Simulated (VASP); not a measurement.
Hg: single point with PBE

Crystal: Hg.

```
Hg
1.0
    -1.79136    1.79136    1.79136
     1.79136   -1.79136    1.79136
     1.79136    1.79136   -1.79136
Hg
1
Direct
  0.00000 0.00000 0.00000
```

```
Program             : VASP 6.6.1
Task                : single point
Functional          : PBE
Potentials or basis : VASP PAW PBE potentials, release 64 (Hg)
Cutoff              : 520 eV
k mesh              : 8 × 8 × 8
Occupations         : gaussian, width 0.05 eV
Spin                : no spin polarisation
```

| Item | Value |
| --- | --- |
| Pressure | 7.6 GPa |
| Band gap on the k mesh | zero (bands 6 and 7 overlap by 4.64 eV) |

Levels at points of the mesh, in eV from the Fermi level:
```
           k point  band 2  band 3  band 4  band 5  band 6  band 7  band 8  band 9  band 10  band 11
(0.00, 0.00, 0.00)   -6.96   -6.96   -6.96   -6.01   -6.01   15.52   15.52   15.52    16.93    16.93
(0.50, 0.00, 0.00)   -7.44   -6.09   -5.96   -5.32   -1.23   -0.91    9.92   10.51    15.33    16.12
(0.50, 0.50, 0.50)   -7.73   -5.49   -5.49   -5.49    3.73    4.13    4.13    4.13    10.62    10.62
```

It took 3.1 s on 1 thread of Intel(R) Xeon(R) 6975P-C (Granite Rapids), on a shared host, peak memory 0.14 GiB.

Caveat: the cell stands under pressure; spin-orbit coupling is left out, which moves the levels of the heavy elements.
